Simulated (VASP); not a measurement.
# WC (Qusongite) (P-6m2) in VASP: a series of runs

Runs on WC (Qusongite). Level: PBEsol. Tasks: single point.

All numbers are computed with VASP 6.6.1; they aren't measurements. Logs are shortened: lines on timing, memory, paths and dates and some standing lists are left out, and cuts for length are marked.

### Step 1. The cell of the first run

It takes space group P-6m2 (No. 187, hexagonal). The conventional cell has a = 3.000 Å, b = 3.000 Å, c = 2.928 Å, α = 90.00°, β = 90.00°, γ = 120.00°. Within 3.0 Å of W (site symmetry -6m2) lie 6 C at 2.27 Å and 2 W at 2.93 Å. C (site symmetry -6m2) has 6 W at 2.27 Å and 2 C at 2.93 Å within 3.0 Å.

### Step 2. Single point, PBEsol

Input file INCAR:

```
PREC = Accurate
ENCUT = 520
EDIFF = 1E-6
ISMEAR = -1
SIGMA = 0.05
LREAL = F
LASPH = T
NELM = 60
ALGO = Normal
ISIF = 2
LWAVE = F
LCHARG = F
GGA = PS
NBANDS = 16
```

Input file KPOINTS:

```
regular mesh
0
Gamma
  11 11 10
```

Input file POSCAR:

```
WC
1.0
    3.0003221556      0.0000000000      0.0000000000
   -1.5001610778      2.5983522786      0.0000000000
    0.0000000000      0.0000000000      2.9281657755
W C
1 1
Direct
    0.0000000000      0.0000000000      0.0000000000
    0.6666666667      0.3333333333      0.5000000000
```

Potentials or basis: VASP PAW PBE potentials, release 64 (W_sv, C).

Started as:

```console
cat potpaw_PBE.64/W_sv/POTCAR potpaw_PBE.64/C/POTCAR > POTCAR
mpirun -np 1 vasp_std > vasp.out
```

OUTCAR:

```text
PREC = Accurate
   ENCUT = 520
   EDIFF = 1E-6
   ISMEAR = -1
   LREAL = F
   LASPH = T
   NELM = 60
   ISIF = 2
   GGA = PS

 ion  position               nearest neighbor table
   1  0.000  0.000  0.000-   2 2.27   2 2.27   2 2.27   2 2.27   2 2.27   2 2.27
   2  0.667  0.333  0.500-   1 2.27   1 2.27   1 2.27   1 2.27   1 2.27   1 2.27

  LATTYP: Found a hexagonal cell.
 ALAT       =     3.0003221556
 C/A-ratio  =     0.9759504559

  Lattice vectors:

 A1 = (   3.0003221556,   0.0000000000,   0.0000000000)
 A2 = (  -1.5001610778,   2.5983522786,   0.0000000000)
 A3 = (   0.0000000000,   0.0000000000,   2.9281657755)

Analysis of symmetry for initial positions (statically):
=====================================================================
 Subroutine PRICEL returns:
 Original cell was already a primitive cell.

 Routine SETGRP: Setting up the symmetry group for a
 hexagonal supercell.

 Subroutine GETGRP returns: Found 12 space group operations
 (whereof 12 operations were pure point group operations)
 out of a pool of 24 trial point group operations.

The static configuration has the point symmetry D_3h.

Analysis of symmetry for dynamics (positions and initial velocities):
=====================================================================
 Subroutine PRICEL returns:
 Original cell was already a primitive cell.

 Routine SETGRP: Setting up the symmetry group for a
 hexagonal supercell.

 Subroutine GETGRP returns: Found 12 space group operations
 (whereof 12 operations were pure point group operations)
 out of a pool of 24 trial point group operations.

The dynamic configuration has the point symmetry D_3h.

 Subroutine INISYM returns: Found 12 space group operations
 (whereof 12 operations are pure point group operations),
 and found     1 'primitive' translations

----------------------------------------------------------------------------------------

                                     Primitive cell

  volume of cell :      22.8277

  direct lattice vectors                    reciprocal lattice vectors
     3.000322156  0.000000000  0.000000000     0.333297542  0.192429642  0.000000000
    -1.500161078  2.598352279  0.000000000     0.000000000  0.384859285  0.000000000
     0.000000000  0.000000000  2.928165776     0.000000000  0.000000000  0.341510719

  length of vectors
     3.000322156  3.000319620  2.928165776     0.384858960  0.384859285  0.341510719

  position of ions in fractional coordinates (direct lattice)
     0.000000000  0.000000000  0.000000000
[... 78 lines left out ...]
   EDIFF  = 0.1E-05   stopping-criterion for ELM
   LREAL  =      F    real-space projection
   EDIFFG = 0.1E-04   stopping-criterion for IOM
   NSW    =      0    number of steps for IOM
   IBRION =     -1    ionic relax: 0-MD 1-quasi-New 2-CG
   NFREE  =      0    steps in history (QN), initial steepest desc. (CG)
   ISIF   =      2    stress and relaxation
   ISYM   =      2    0-nonsym 1-usesym 2-fastsym
   POTIM  = 0.5000    time-step for ionic-motion
   TEBEG  =    0.0;   TEEND  =   0.0 temperature during run
   PSTRESS=    0.0 pullay stress
   NELECT =      18.0000    total number of electrons
   NUPDOWN=      -1.0000    fix difference up-down
   EMIN   =  10.00;   EMAX   =-10.00  energy-range for DOS
   EFERMI =   0.00;   METHOD = LEGACY
   ISMEAR =    -1;   SIGMA  =   0.05  broadening in eV -4-tet -1-fermi 0-gaus
   EFERMI_NEDOS =   21; number of points for ismear=-14 and -15
   IALGO  =     38    algorithm
   IMIX   =      4    mixing-type and parameters
     AMIX     =   0.40;   BMIX     =  1.00
     AMIX_MAG =   1.60;   BMIX_MAG =  1.00
  volume/ion in A,a.u.               =      11.41        77.02
  Fermi-wavevector in a.u.,A,eV,Ry     =   1.512441  2.858099 31.123029  2.287478
  Thomas-Fermi vector in A             =   2.622365
   LORBIT       =      0    0 simple, 1 ext, 2 COOP (PROOUT), +10 PAW based schemes
   GGA     = PS    functional components
   LHFCALC =     F    Hartree Fock is set to
   AEXX    =    0.0000 exact exchange contribution
   IVDW    =     0    specifies the selected vdW correction
   LEPSILON=     F    determine dielectric tensor
   LRPA    =     F    only Hartree local field effects (RPA)
 non-spin polarized calculation
  energy-cutoff  :      520.00
  volume of cell :       22.83
 maximum number of plane-waves:       634
 NGX is ok and might be reduce to    24
   NGX = 11   NGY = 11   NGZ = 11

 number of electron      18.0000000 magnetization

 Free energy of the ion-electron system (eV)
  ---------------------------------------------------
  ext. energy  EPLUGINS =         0.00000000
  ---------------------------------------------------
  free energy    TOTEN  =       -23.65444101 eV

  energy without entropy =      -23.65277108  energy(sigma->0) =      -23.65360605

 E-fermi :   9.6276     XC(G=0): -13.4083

 val. band max:        9.5871300909   @ k =   0.4545  -0.0000   0.5000
 cond. band min:       9.7005945634   @ k =   0.0000   0.0000   0.1000
 fundamental gap:      0.1134644725
 Fermi energy:         9.6276397991

 k-point     1 :       0.0000    0.0000    0.0000
  band No.  band energies     occupation
      1     -64.5313      2.00000
      2     -28.5148      2.00000
      3     -28.4349      2.00000
      4     -28.4349      2.00000
      5      -4.0851      2.00000
      6       5.8004      2.00000
[... 433 lines left out ...]
      3     -28.5290      2.00000
      4     -28.5052      2.00000
      5      -2.6946      2.00000
      6       4.8533      2.00000
[... 8 lines left out ...]
     15      22.4994      0.00000
     16      26.3567      0.00000

 [... further k-points ...]

------------------------ aborting loop because EDIFF is reached ----------------------------------------

  FORCE on cell =-STRESS in cart. coord.  units (eV):
  Direction    XX          YY          ZZ          XY          YZ          ZX
  --------------------------------------------------------------------------------------
  -------------------------------------------------------------------------------------
  Total       -4.4885764     -4.4885663     -5.2880490     -0.0000000     -0.0000000      0.0000000
  in kB     -315.0341454   -315.0334355   -371.1457342     -0.0000000     -0.0000000      0.0000000
  external PRESSURE =    -333.7377717 kB  Pullay stress =       0.0000000 kB

 VOLUME and BASIS-vectors are now :
 -----------------------------------------------------------------------------
  energy-cutoff  :      520.00
  volume of cell :       22.83
      direct lattice vectors                 reciprocal lattice vectors
     3.000322156  0.000000000  0.000000000     0.333297542  0.192429642  0.000000000
    -1.500161078  2.598352279  0.000000000     0.000000000  0.384859285  0.000000000
     0.000000000  0.000000000  2.928165776     0.000000000  0.000000000  0.341510719

 POSITION                                       TOTAL-FORCE (eV/Angst)
 -----------------------------------------------------------------------------------
      0.00000      0.00000      0.00000        -0.000000     -0.000000      0.000000
      1.50016      0.86612      1.46408         0.000000      0.000000      0.000000
 -----------------------------------------------------------------------------------
    total drift:                               -0.000000     -0.000009      0.000000

  FREE ENERGIE OF THE ION-ELECTRON SYSTEM (eV)
  ---------------------------------------------------
  free  energy   TOTEN  =       -23.6544410122 eV

  energy  without entropy=      -23.6527710798  energy(sigma->0) =      -23.65360605
```

It took 14 s on 1 thread of Intel Xeon 6975P-C, shared host; peak memory 0.16 GiB.

Results:

| Property | Result |
| --- | --- |
| Free energy | -23.6544 eV |
| Pressure | -33.4 GPa |
| Band gap on the k mesh | zero (band 9 reaches 10.26 eV, above the bottom of band 10 at 9.12 eV) |

Stress tensor (GPa, compression positive):
```
-31.50   0.00   0.00
  0.00 -31.50   0.00
  0.00   0.00 -37.11
```

Caveat: the PAW data sets were made with another functional, which shifts forces and pressure a little; spin-orbit coupling is left out, which moves the levels of the heavy elements.

### Step 3. Single point, PBEsol

This run uses another cell than the first one, of 10.12 Å³/atom, 0.886 times its volume.

Input file INCAR:

```
  PREC = Accurate
  ENCUT = 910
  EDIFF = 1E-6
  ISMEAR = -1
  SIGMA = 0.05
  LREAL = False
  LASPH = True
  NELM = 120
  ALGO = Normal
  ISIF = 2
  LWAVE = False
  LCHARG = False
  GGA = PS
  NBANDS = 16
  GGA_COMPAT = False
```

Input file KPOINTS:

```
Automatic mesh
0
Gamma
  11 11 10
```

Input file POSCAR:

```
WC
1.0
    2.8820744755      0.0000000000      0.0000000000
   -1.4410372377      2.4959468991      0.0000000000
    0.0000000000      0.0000000000      2.8127618982
W C
1 1
Direct
    0.0000000000      0.0000000000      0.0000000000
    0.6666666667      0.3333333333      0.5000000000
```

Potentials or basis: VASP PAW PBE potentials, release 64 (W_sv, C_h).

Started as:

```console
cat potpaw_PBE.64/W_sv/POTCAR potpaw_PBE.64/C_h/POTCAR > POTCAR
mpirun -np 1 vasp_std > vasp.out
```

OUTCAR:

```text
PREC = Accurate
   ENCUT = 910
   EDIFF = 1E-6
   ISMEAR = -1
   LREAL = False
   LASPH = True
   NELM = 120
   ISIF = 2
   GGA = PS

 ion  position               nearest neighbor table
   1  0.000  0.000  0.000-   2 2.18   2 2.18   2 2.18   2 2.18   2 2.18   2 2.18
   2  0.667  0.333  0.500-   1 2.18   1 2.18   1 2.18   1 2.18   1 2.18   1 2.18

  LATTYP: Found a hexagonal cell.
 ALAT       =     2.8820744755
 C/A-ratio  =     0.9759504559

  Lattice vectors:

 A1 = (   2.8820744755,   0.0000000000,   0.0000000000)
 A2 = (  -1.4410372377,   2.4959468991,   0.0000000000)
 A3 = (   0.0000000000,   0.0000000000,   2.8127618982)

Analysis of symmetry for initial positions (statically):
=====================================================================
 Subroutine PRICEL returns:
 Original cell was already a primitive cell.

 Routine SETGRP: Setting up the symmetry group for a
 hexagonal supercell.

 Subroutine GETGRP returns: Found 12 space group operations
 (whereof 12 operations were pure point group operations)
 out of a pool of 24 trial point group operations.

[... 154 lines left out ...]
  ---------------------------------------------------
  ext. energy  EPLUGINS =         0.00000000
  ---------------------------------------------------
  free energy    TOTEN  =       -23.89798736 eV

  energy without entropy =      -23.89550300  energy(sigma->0) =      -23.89674518

 E-fermi :  11.7031     XC(G=0): -14.1086

 val. band max:       11.6895446715   @ k =   0.2727   0.2727   0.0000
 cond. band min:      11.7390316781   @ k =   0.0000   0.0000   0.1000
 fundamental gap:      0.0494870066
 Fermi energy:        11.7030562979

 k-point     1 :       0.0000    0.0000    0.0000
  band No.  band energies     occupation
      1     -62.2491      2.00000
      2     -26.2359      2.00000
      3     -26.1224      2.00000
      4     -26.1223      2.00000
      5      -2.9862      2.00000
      6       7.1576      2.00000
[... 433 lines left out ...]
      3     -26.2562      2.00000
      4     -26.2308      2.00000
      5      -1.3715      2.00000
      6       6.2396      2.00000
[... 8 lines left out ...]
     15      25.2974      0.00000
     16      29.6966      0.00000

 [... further k-points ...]
[... 5 lines left out ...]
  --------------------------------------------------------------------------------------
  -------------------------------------------------------------------------------------
  Total        1.0221866      1.0221843      1.1323689      0.0000000     -0.0000000     -0.0000000
  in kB       80.9407522     80.9405698     89.6654201      0.0000000     -0.0000000     -0.0000000
  external PRESSURE =      83.8489140 kB  Pullay stress =       0.0000000 kB

 VOLUME and BASIS-vectors are now :
 -----------------------------------------------------------------------------
  energy-cutoff  :      910.00
  volume of cell :       20.23
      direct lattice vectors                 reciprocal lattice vectors
     2.882074476  0.000000000  0.000000000     0.346972297  0.200324775  0.000000000
    -1.441037238  2.495946899  0.000000000     0.000000000  0.400649549  0.000000000
     0.000000000  0.000000000  2.812761898     0.000000000  0.000000000  0.355522450

 POSITION                                       TOTAL-FORCE (eV/Angst)
 -----------------------------------------------------------------------------------
      0.00000      0.00000      0.00000         0.000000     -0.000000      0.000000
      1.44104      0.83198      1.40638        -0.000000      0.000000      0.000000
 -----------------------------------------------------------------------------------
    total drift:                                0.000000     -0.000009      0.000000

  FREE ENERGIE OF THE ION-ELECTRON SYSTEM (eV)
  ---------------------------------------------------
  free  energy   TOTEN  =       -23.8979873596 eV

  energy  without entropy=      -23.8955030035  energy(sigma->0) =      -23.89674518
```

stdout:

```text
POSCAR found type information on POSCAR W C
 POSCAR found :  2 types and       2 ions
 scaLAPACK will be used
 -----------------------------------------------------------------------------
|                                                                             |
|                                                                             |
|     You enforced a specific xc type in the INCAR file but a different       |
|     I HOPE YOU KNOW WHAT YOU ARE DOING!                                     |
|                                                                             |
 -----------------------------------------------------------------------------

 LDA part: xc-table for (Slater+PW92), standard interpolation
 POSCAR, INCAR and KPOINTS ok, starting setup
 FFT: planning ... GRIDC
 FFT: planning ... GRID_SOFT
 FFT: planning ... GRID
 WAVECAR not read
 entering main loop
```

Wall time 20 s (1 thread of Intel Xeon 6975P-C (Granite Rapids), shared host); peak memory 0.21 GiB.

Results:

- Free energy: -23.8980 eV
- Pressure: 8.4 GPa
- Band gap on the k mesh: zero (band 9 reaches 12.30 eV, above the bottom of band 10 at 11.01 eV)

Caveat: the cutoff is under 1.25 times the usual one of these potentials, so pressure, stress and relaxed cells hold a basis-set (Pulay) error; the PAW data sets were made with another functional, which shifts forces and pressure a little; spin-orbit coupling is left out, which moves the levels of the heavy elements.
